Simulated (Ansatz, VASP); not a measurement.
## Two plane-wave programs on GaSb

```xyz
2
Lattice="0.0000 3.1190 3.1190 3.1190 0.0000 3.1190 3.1190 3.1190 0.0000" Properties=species:S:1:pos:R:3 pbc="T T T"
Sb    4.6785    4.6785    4.6785
Ga    0.0000    0.0000    0.0000
```

Alike in both runs: task single point; functional B3LYP; k mesh 4 × 4 × 4; occupations fermi-dirac, width 0.05 eV; no spin polarisation.

|  | VASP | Ansatz |
| --- | --- | --- |
| version | VASP 6.6.1 | Ansatz 0.2.0 |
| potentials or method | VASP PAW PBE potentials, release 64 (Sb_d_GW, Ga_d) | Ansatz PAW |
| plane-wave cutoff (eV) | 400 | 420 |
| valence electrons in the cell | 28 | 28 |

|  | VASP | Ansatz | Ansatz less VASP |
| --- | --- | --- | --- |
| gap on the k mesh at the Fermi level (eV) | 0.59 | 0.51 | -0.083 |
| least direct gap on the mesh (eV) | 0.59 | 0.51 | -0.083 |

VASP's potentials were made for PBE, not for B3LYP.

The k mesh is coarse, so the values compare programs but aren't converged. Neither program's run includes spin-orbit coupling.
